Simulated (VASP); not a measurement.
Set up this calculation in VASP 6.6.1, as the native input.

* Task: single point
* Functional: PBE
* Potentials or basis: VASP PAW PBE potentials, release 64 (Ni, O)
* Cutoff: 520 eV
* k mesh: 19 × 19 × 19
* Occupations: fermi-dirac, width 0.05 eV
* Spin: collinear spin, ferromagnetic start
* Starting moments: [2.0, 0.0] μB
* Dipole correction: no
* Further INCAR settings: ALGO = Normal; EDIFF = 1e-06; NBANDS = 19

The structure of NiO lies in POSCAR:

```
NiO
1.0
    0.0000000000      2.0522622853      2.0522622853
    2.0522622853      0.0000000000      2.0522622853
    2.0522622853      2.0522622853      0.0000000000
Ni O
1 1
Direct
    0.0000000000      0.0000000000      0.0000000000
    0.5000000000      0.5000000000      0.5000000000
```

The input as run:

INCAR

```
SYSTEM = NiO
ALGO = Normal
EDIFF = 1E-6
ENCUT = 520
GGA = PE
ISIF = 2
ISMEAR = -1
ISPIN = 2
LASPH = .True.
LCHARG = .False.
LMAXMIX = 4
LORBIT = 11
LREAL = .False.
LWAVE = .False.
MAGMOM = 2 0
NBANDS = 19
NELM = 150
PREC = Accurate
SIGMA = 0.05
```

KPOINTS

```
k-points
0
Gamma
  19 19 19
  0 0 0
```

Potentials or basis: VASP PAW PBE potentials, release 64 (Ni, O).

Command:

```bash
$ cat potpaw_PBE.64/Ni/POTCAR potpaw_PBE.64/O/POTCAR > POTCAR
$ mpirun -np 1 vasp_std > vasp.out
```

Results of the run:

The pressure is 15.3 GPa. The net moment is 1.53 μB per cell. The site moments are Ni +1.27; O +0.22 μB. The valence electrons inside the program's atomic spheres are Ni 9.10; O 5.00.

Caveat: the cell stands under pressure; a cell with one magnetic atom can't hold antiferromagnetic order, which such compounds often take.

Wall time 78 s on 1 thread of AMD EPYC 9R45 (Zen 5), with other jobs on the host, peak memory 0.2 GiB.
